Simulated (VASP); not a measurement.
# ZnCu (Pmmm) in VASP: notebook

The runs below take ZnCu through single point, with PBE.

Program: VASP 6.6.1. These are calculated values, not measurements. Logs are shortened: lines on timing, memory, paths and dates and some standing lists are left out, and cuts for length are marked.

### Step 1. The cell of the first run

Symmetry: Pmmm, No. 47, orthorhombic system. Conventional cell: a = 2.871 Å, b = 2.945 Å, c = 3.019 Å, α = 90.00°, β = 90.00°, γ = 90.00°. Within 3.4 Å of Zn (site symmetry mmm) lie 8 Cu at 2.55 Å and 6 Zn at 2.87 to 3.02 Å. Cu (site symmetry mmm) has 8 Zn at 2.55 Å and 6 Cu at 2.87 to 3.02 Å within 3.4 Å.

### Step 2. Single point, PBE (strain +0.0250 x Voigt [1, -1, 0, 0, 0, 0])

Input file INCAR:

```
PREC = Accurate
ENCUT = 520
EDIFF = 1E-6
ISMEAR = 0
SIGMA = 0.15
LREAL = F
LASPH = T
NELM = 100
ALGO = Fast
ISIF = 2
LWAVE = F
LCHARG = F
GGA = PE
NBANDS = 18
```

Input file KPOINTS:

```
Automatic mesh
0
Gamma
  16 16 16
```

Input file POSCAR:

```
ZnCu
1.0
    3.0186250000      0.0000000000      0.0000000000
    0.0000000000      2.8713750000      0.0000000000
    0.0000000000      0.0000000000      2.9450000000
Zn Cu
1 1
Direct
    0.5000000000      0.5000000000      0.5000000000
    0.0000000000      0.0000000000      0.0000000000
```

Potentials or basis: VASP PAW PBE potentials, release 64 (Zn, Cu).

Command:

```console
cat potpaw_PBE.64/Zn/POTCAR potpaw_PBE.64/Cu/POTCAR > POTCAR
mpirun -np 1 vasp_std > vasp.out
```

OUTCAR:

```text
PREC = Accurate
   ENCUT = 520
   EDIFF = 1E-6
   ISMEAR = 0
   LREAL = F
   LASPH = T
   NELM = 100
   ISIF = 2
   GGA = PE

 ion  position               nearest neighbor table
   1  0.500  0.500  0.500-   2 2.55   2 2.55   2 2.55   2 2.55   2 2.55   2 2.55   2 2.55   2 2.55

   2  0.000  0.000  0.000-   1 2.55   1 2.55   1 2.55   1 2.55   1 2.55   1 2.55   1 2.55   1 2.55

  LATTYP: Found a simple orthorhombic cell.
 ALAT       =     2.8713750000
 B/A-ratio  =     1.0256410256
 C/A-ratio  =     1.0512820513

  Lattice vectors:

 A1 = (   0.0000000000,   2.8713750000,   0.0000000000)
 A2 = (   0.0000000000,   0.0000000000,   2.9450000000)
 A3 = (   3.0186250000,   0.0000000000,   0.0000000000)

Analysis of symmetry for initial positions (statically):
=====================================================================
 Subroutine PRICEL returns:
 Original cell was already a primitive cell.

 Routine SETGRP: Setting up the symmetry group for a
 simple orthorhombic supercell.

 Subroutine GETGRP returns: Found  8 space group operations
 (whereof  8 operations were pure point group operations)
 out of a pool of  8 trial point group operations.

The static configuration has the point symmetry D_2h.

Analysis of symmetry for dynamics (positions and initial velocities):
=====================================================================
 Subroutine PRICEL returns:
 Original cell was already a primitive cell.

 Routine SETGRP: Setting up the symmetry group for a
 simple orthorhombic supercell.

 Subroutine GETGRP returns: Found  8 space group operations
 (whereof  8 operations were pure point group operations)
 out of a pool of  8 trial point group operations.

The dynamic configuration has the point symmetry D_2h.

 Subroutine INISYM returns: Found  8 space group operations
 (whereof  8 operations are pure point group operations),
 and found     1 'primitive' translations

----------------------------------------------------------------------------------------

                                     Primitive cell

  volume of cell :      25.5261

  direct lattice vectors                    reciprocal lattice vectors
     3.018625000  0.000000000  0.000000000     0.331276657  0.000000000  0.000000000
     0.000000000  2.871375000  0.000000000     0.000000000  0.348265204  0.000000000
     0.000000000  0.000000000  2.945000000     0.000000000  0.000000000  0.339558574

  length of vectors
     3.018625000  2.871375000  2.945000000     0.331276657  0.348265204  0.339558574

  position of ions in fractional coordinates (direct lattice)
     0.500000000  0.500000000  0.500000000
     0.000000000  0.000000000  0.000000000

  ion indices of the primitive-cell ions
   primitive index   ion index
                 1           1
                 2           2

----------------------------------------------------------------------------------------

 KPOINTS: Automatic mesh

Automatic generation of k-mesh.
 Grid dimensions read from file:
 generate k-points for:   16   16   16

 Generating k-lattice:

  Cartesian coordinates                     Fractional coordinates (reciprocal lattice)
     0.020704791  0.000000000  0.000000000     0.062500000  0.000000000  0.000000000
     0.000000000  0.021766575  0.000000000     0.000000000  0.062500000  0.000000000
     0.000000000  0.000000000  0.021222411     0.000000000  0.000000000  0.062500000

  Length of vectors
     0.020704791  0.021766575  0.021222411

  Shift w.r.t. Gamma in fractional coordinates (k-lattice)
     0.000000000  0.000000000  0.000000000

 Subroutine IBZKPT returns following result:
 ===========================================

 Found    729 irreducible k-points:

 Following reciprocal coordinates:
            Coordinates               Weight
  0.000000  0.000000  0.000000      1.000000
  0.062500  0.000000  0.000000      2.000000
  0.125000  0.000000  0.000000      2.000000
  0.187500  0.000000  0.000000      2.000000
  0.250000  0.000000  0.000000      2.000000
  0.312500  0.000000  0.000000      2.000000
[... 16 lines left out ...]
  0.250000  0.125000  0.000000      4.000000
  0.312500  0.125000  0.000000      4.000000
 [... further k-points ...]
   k-points           NKPTS =    729   k-points in BZ     NKDIM =    729   number of bands    NBANDS=     18
   number of dos      NEDOS =    301   number of ions     NIONS =      2
   total plane-waves  NPLWV =  13824
   dimension x,y,z NGX =    24 NGY =   24 NGZ =   24
   dimension x,y,z NGXF=    48 NGYF=   48 NGZF=   48
   ions per type =               1   1
   NGX,Y,Z   is equivalent  to a cutoff of  13.22, 13.90, 13.55 a.u.
   NGXF,Y,Z  is equivalent  to a cutoff of  26.44, 27.79, 27.10 a.u.
 SYSTEM =  unknown system
   PREC   = accura    normal or accurate (medium, high low for compatibility)
   ISTART =      0    job   : 0-new  1-cont  2-samecut
   ICHARG =      2    charge: 1-file 2-atom 10-const
   ISPIN  =      1    spin polarized calculation?
   LNONCOLLINEAR =      F non collinear calculations
   LSORBIT =      F    spin-orbit coupling
   LASPH  =      T    aspherical Exc in radial PAW
   ENCUT  =  520.0 eV  38.22 Ry    6.18 a.u.   5.61  5.34  5.48*2*pi/ulx,y,z
   NELM   =    100;   NELMIN=  2; NELMDL= -5     # of ELM steps
   EDIFF  = 0.1E-05   stopping-criterion for ELM
   LREAL  =      F    real-space projection
   EDIFFG = 0.1E-04   stopping-criterion for IOM
   NSW    =      0    number of steps for IOM
   IBRION =     -1    ionic relax: 0-MD 1-quasi-New 2-CG
   NFREE  =      0    steps in history (QN), initial steepest desc. (CG)
   ISIF   =      2    stress and relaxation
   ISYM   =      2    0-nonsym 1-usesym 2-fastsym
   POTIM  = 0.5000    time-step for ionic-motion
   TEBEG  =    0.0;   TEEND  =   0.0 temperature during run
   PSTRESS=    0.0 pullay stress
   NELECT =      23.0000    total number of electrons
   NUPDOWN=      -1.0000    fix difference up-down
   EMIN   =  10.00;   EMAX   =-10.00  energy-range for DOS
   EFERMI =   0.00;   METHOD = LEGACY
   ISMEAR =     0;   SIGMA  =   0.15  broadening in eV -4-tet -1-fermi 0-gaus
   EFERMI_NEDOS =   21; number of points for ismear=-14 and -15
   IALGO  =     68    algorithm
   IMIX   =      4    mixing-type and parameters
     AMIX     =   0.40;   BMIX     =  1.00
     AMIX_MAG =   1.60;   BMIX_MAG =  1.00
  volume/ion in A,a.u.               =      12.76        86.13
  Fermi-wavevector in a.u.,A,eV,Ry     =   1.581209  2.988052 34.017590  2.500222
  Thomas-Fermi vector in A             =   2.681319
   LORBIT       =      0    0 simple, 1 ext, 2 COOP (PROOUT), +10 PAW based schemes
   GGA     = PE    functional components
   LHFCALC =     F    Hartree Fock is set to
   AEXX    =    0.0000 exact exchange contribution
   IVDW    =     0    specifies the selected vdW correction
   LEPSILON=     F    determine dielectric tensor
   LRPA    =     F    only Hartree local field effects (RPA)
 non-spin polarized calculation
 RMM-DIIS sequential band-by-band and
 Gauss-broadening in eV      SIGMA  =   0.15
  energy-cutoff  :      520.00
  volume of cell :       25.53
 maximum number of plane-waves:       707
 NGX is ok and might be reduce to    24
   NGX = 11   NGY = 11   NGZ = 11

 number of electron      22.9999997 magnetization

 Free energy of the ion-electron system (eV)
  ---------------------------------------------------
  ext. energy  EPLUGINS =         0.00000000
  ---------------------------------------------------
  free energy    TOTEN  =        -5.00921311 eV

  energy without entropy =       -5.00340637  energy(sigma->0) =       -5.00630974

 E-fermi :   5.5584     XC(G=0): -12.4051

 val. band max:        5.5564708160   @ k =   0.1250   0.3125   0.3750
 cond. band min:       5.5692781972   @ k =   0.4375   0.2500   0.5000
 fundamental gap:      0.0128073812
 Fermi energy:         5.5583853516

 k-point     1 :       0.0000    0.0000    0.0000
  band No.  band energies     occupation
      1      -4.7964      2.00000
      2      -2.3197      2.00000
      3      -2.2969      2.00000
      4      -1.6413      2.00000
      5      -1.6054      2.00000
      6      -1.5760      2.00000
[... 10 lines left out ...]
     17      18.3220      0.00000
     18      28.3881      0.00000

 k-point     2 :       0.0625    0.0000    0.0000
  band No.  band energies     occupation
      1      -4.7291      2.00000
      2      -2.3119      2.00000
      3      -2.2836      2.00000
      4      -1.6460      2.00000
      5      -1.6099      2.00000
      6      -1.5734      2.00000
[... 10 lines left out ...]
     17      18.4014      0.00000
     18      27.7696      0.00000

 k-point     3 :       0.1250    0.0000    0.0000
  band No.  band energies     occupation
      1      -4.5291      2.00000
      2      -2.2901      2.00000
      3      -2.2442      2.00000
      4      -1.6593      2.00000
      5      -1.6227      2.00000
      6      -1.5660      2.00000
[... 10 lines left out ...]
     17      19.0769      0.00000
     18      26.2635      0.00000

 k-point     4 :       0.1875    0.0000    0.0000
  band No.  band energies     occupation
      1      -4.2019      2.00000
      2      -2.2577      2.00000
      3      -2.1796      2.00000
      4      -1.6792      2.00000
      5      -1.6420      2.00000
      6      -1.5549      2.00000
[... 375 lines left out ...]
      4      -1.6814      2.00000
      5      -1.6714      2.00000
      6      -1.5868      2.00000
[... 10 lines left out ...]
     17      21.7589      0.00000
     18      21.7732      0.00000

 k-point    23 :       0.2500    0.1250    0.0000
  band No.  band energies     occupation
      1      -3.4952      2.00000
      2      -2.1720      2.00000
      3      -2.0543      2.00000
      4      -1.7087      2.00000
      5      -1.6772      2.00000
      6      -1.5806      2.00000
[... 10 lines left out ...]
     17      21.5511      0.00000
     18      23.2741      0.00000

 k-point    24 :       0.3125    0.1250    0.0000
  band No.  band energies     occupation
      1      -3.0123      2.00000
      2      -2.1362      2.00000
      3      -1.9681      2.00000
      4      -1.7350      2.00000
      5      -1.6247      2.00000
      6      -1.5754      2.00000
[... 10 lines left out ...]
     17      21.6860      0.00000
     18      22.0421      0.00000

 [... further k-points ...]

------------------------ aborting loop because EDIFF is reached ----------------------------------------

  FORCE on cell =-STRESS in cart. coord.  units (eV):
  Direction    XX          YY          ZZ          XY          YZ          ZX
  --------------------------------------------------------------------------------------
  -------------------------------------------------------------------------------------
  Total        0.5154861      0.5829032      0.5484851      0.0000000      0.0000000      0.0000000
  in kB       32.3551300     36.5866486     34.4263535      0.0000000      0.0000000      0.0000000
  external PRESSURE =      34.4560440 kB  Pullay stress =       0.0000000 kB

 VOLUME and BASIS-vectors are now :
 -----------------------------------------------------------------------------
  energy-cutoff  :      520.00
  volume of cell :       25.53
      direct lattice vectors                 reciprocal lattice vectors
     3.018625000  0.000000000  0.000000000     0.331276657  0.000000000  0.000000000
     0.000000000  2.871375000  0.000000000     0.000000000  0.348265204  0.000000000
     0.000000000  0.000000000  2.945000000     0.000000000  0.000000000  0.339558574

 POSITION                                       TOTAL-FORCE (eV/Angst)
 -----------------------------------------------------------------------------------
      1.50931      1.43569      1.47250         0.000000      0.000000      0.000000
      0.00000      0.00000      0.00000         0.000000      0.000000      0.000000
 -----------------------------------------------------------------------------------
    total drift:                                0.000000      0.000000     -0.000000

  FREE ENERGIE OF THE ION-ELECTRON SYSTEM (eV)
  ---------------------------------------------------
  free  energy   TOTEN  =        -5.0092131075 eV

  energy  without entropy=       -5.0034063659  energy(sigma->0) =       -5.00630974
```

Run time: 1.9 min. Hardware: 1 thread of Intel Xeon 6975P-C (Granite Rapids), shared host; peak memory 0.43 GiB.

Results:

```
Free energy            : -5.0092 eV
Pressure               : 3.4 GPa
Band gap on the k mesh : zero (an odd number of electrons rules out a gap without spin polarisation)
```

Stress tensor (GPa, compression positive):
```
3.24 0.00 0.00
0.00 3.66 0.00
0.00 0.00 3.44
```

Levels at points of the mesh, in eV from the Fermi level:
| k point | band 10 | band 11 | band 12 | band 13 | band 14 | band 15 |
| --- | --- | --- | --- | --- | --- | --- |
| (0.00, 0.00, 0.00) | -2.75 | -2.72 | 5.37 | 6.21 | 7.13 | 10.63 |
| (0.50, 0.00, 0.00) | -3.21 | -2.79 | -2.18 | 11.45 | 12.10 | 12.29 |
| (0.00, 0.50, 0.00) | -3.30 | -2.85 | -1.85 | 11.19 | 11.74 | 11.96 |
| (0.50, 0.50, 0.00) | -2.51 | -1.94 | -1.84 | 1.76 | 2.12 | 13.94 |
| (0.00, 0.00, 0.50) | -3.21 | -2.82 | -2.02 | 10.93 | 11.50 | 12.53 |
| (0.50, 0.00, 0.50) | -2.56 | -2.09 | -2.04 | 1.51 | 1.83 | 14.60 |
| (0.00, 0.50, 0.50) | -2.47 | -1.75 | -1.70 | 1.99 | 2.37 | 13.33 |
| (0.50, 0.50, 0.50) | -2.45 | 3.87 | 4.22 | 4.29 | 4.34 | 4.45 |

Caveat: the cell differs from its parent crystal (strain +0.0250 x Voigt [1, -1, 0, 0, 0, 0]); the cell stands under pressure.

### Step 3. Single point, PBE (strain +0.0150 x Voigt [1, -1, 0, 0, 0, 0])

Input file INCAR:

```
PREC = Accurate
ENCUT = 520
EDIFF = 1E-6
ISMEAR = 0
SIGMA = 0.15
LREAL = False
LASPH = True
NELM = 60
ALGO = Fast
ISIF = 2
LWAVE = False
LCHARG = False
GGA = PE
NBANDS = 18
```

Input file KPOINTS:

```
regular mesh
0
Gamma
  16 16 16
```

Input file POSCAR:

```
ZnCu
1.0
    2.9891750000      0.0000000000      0.0000000000
    0.0000000000      2.9008250000      0.0000000000
    0.0000000000      0.0000000000      2.9450000000
Zn Cu
1 1
Direct
    0.5000000000      0.5000000000      0.5000000000
    0.0000000000      0.0000000000      0.0000000000
```

Potentials or basis: VASP PAW PBE potentials, release 64 (Zn, Cu).

Command:

```console
cat potpaw_PBE.64/Zn/POTCAR potpaw_PBE.64/Cu/POTCAR > POTCAR
mpirun -np 1 vasp_std > vasp.out
```

It took 1.8 min on 1 thread of Intel Xeon 6975P-C (Granite Rapids), shared host; peak memory 0.44 GiB.

Results (log left out):

| Quantity | Value |
| --- | --- |
| Free energy | -5.0096 eV |
| Pressure | 3.2 GPa |
| Band gap on the k mesh | zero (an odd number of electrons rules out a gap without spin polarisation) |

Levels at points of the mesh, in eV from the Fermi level:
| k point | band 9 | band 10 | band 11 | band 12 | band 13 | band 14 | band 15 | band 16 |
| --- | --- | --- | --- | --- | --- | --- | --- | --- |
| (0.00, 0.00, 0.00) | -2.76 | -2.74 | -2.73 | 5.71 | 6.22 | 6.77 | 10.92 | 11.39 |
| (0.50, 0.00, 0.00) | -3.29 | -3.24 | -2.80 | -2.11 | 11.56 | 12.05 | 12.20 | 12.73 |
| (0.00, 0.50, 0.00) | -3.34 | -3.29 | -2.84 | -1.92 | 11.39 | 11.86 | 11.98 | 12.48 |
| (0.50, 0.50, 0.00) | -2.88 | -2.51 | -1.92 | -1.86 | 1.75 | 2.11 | 13.94 | 15.51 |
| (0.00, 0.00, 0.50) | -3.34 | -3.24 | -2.81 | -2.02 | 11.24 | 11.83 | 12.20 | 12.86 |
| (0.50, 0.00, 0.50) | -2.87 | -2.53 | -2.01 | -1.98 | 1.61 | 1.94 | 14.33 | 15.92 |
| (0.00, 0.50, 0.50) | -2.90 | -2.48 | -1.81 | -1.78 | 1.89 | 2.26 | 13.56 | 15.13 |
| (0.50, 0.50, 0.50) | -2.51 | -2.46 | 3.86 | 4.27 | 4.34 | 4.38 | 4.41 | 4.51 |

Caveat: the cell differs from its parent crystal (strain +0.0150 x Voigt [1, -1, 0, 0, 0, 0]); the cell stands under pressure.

### Step 4. Single point, PBE (strain +0.0050 x Voigt [1, -1, 0, 0, 0, 0])

Input file INCAR:

```
PREC     = Accurate       # precision mode
ENCUT    = 520            # plane-wave cutoff, eV
EDIFF    = 1E-6           # SCF threshold, eV
ISMEAR   = 0              # smearing method
SIGMA    = 0.15           # smearing width, eV
LREAL    = F              # projectors in reciprocal space
LASPH    = T              # aspherical terms in the spheres
NELM     = 60             # most SCF steps
ALGO     = Fast           # electronic algorithm
ISIF     = 2              # what is computed and relaxed
LWAVE    = F              # write WAVECAR
LCHARG   = F              # write CHGCAR
GGA      = PE             # functional
NBANDS   = 18             # bands
```

Input file KPOINTS:

```
Automatic mesh
0
Gamma
  16 16 16
```

Input file POSCAR:

```
ZnCu
1.0
    2.9597250000      0.0000000000      0.0000000000
    0.0000000000      2.9302750000      0.0000000000
    0.0000000000      0.0000000000      2.9450000000
Zn Cu
1 1
Direct
    0.5000000000      0.5000000000      0.5000000000
    0.0000000000      0.0000000000      0.0000000000
```

Command:

```console
cat potpaw_PBE.64/Zn/POTCAR potpaw_PBE.64/Cu/POTCAR > POTCAR
mpirun -np 1 vasp_std > vasp.out
```

It took 1.7 min on 1 thread of Intel Xeon 6975P-C (Granite Rapids), shared host; peak memory 0.44 GiB.

Results (log left out):

| Property | Result |
| --- | --- |
| Free energy | -5.0097 eV |
| Pressure | 3.2 GPa |
| Band gap on the k mesh | zero (an odd number of electrons rules out a gap without spin polarisation) |

Levels at points of the mesh, in eV from the Fermi level:
```tsv
k point	band 10	band 11	band 12	band 13	band 14	band 15
(0.00, 0.00, 0.00)	-2.74	-2.73	6.06	6.23	6.41	11.17
(0.50, 0.00, 0.00)	-3.27	-2.80	-2.04	11.66	11.82	12.30
(0.00, 0.50, 0.00)	-3.28	-2.82	-1.98	11.61	11.76	12.22
(0.50, 0.50, 0.00)	-2.50	-1.90	-1.88	1.76	2.11	13.94
(0.00, 0.00, 0.50)	-3.27	-2.81	-2.01	11.55	11.87	12.17
(0.50, 0.00, 0.50)	-2.51	-1.92	-1.91	1.71	2.05	14.07
(0.00, 0.50, 0.50)	-2.49	-1.86	-1.85	1.80	2.16	13.81
(0.50, 0.50, 0.50)	-2.47	3.86	4.32	4.34	4.37	4.47
```

Caveat: the cell differs from its parent crystal (strain +0.0050 x Voigt [1, -1, 0, 0, 0, 0]); the cell stands under pressure.

### Step 5. The runs side by side

```tsv
cell	gap on the mesh (eV)	pressure (GPa)
a = 3.019, b = 2.871, c = 2.945 Å, 2 atoms	none	3.4
a = 2.989, b = 2.901, c = 2.945 Å, 2 atoms	none	3.2
a = 2.960, b = 2.930, c = 2.945 Å, 2 atoms	none	3.2
```

Alike in all rows: task single point; level PBE; potentials or basis VASP PAW PBE potentials, release 64 (Zn, Cu); no spin polarisation; k mesh 16 × 16 × 16; cutoff (eV) 520; smearing gaussian 0.15 eV.

Caveats: the cell stands under pressure.

Total energies depend on the potentials used, so only differences within one code and one set of settings carry meaning.
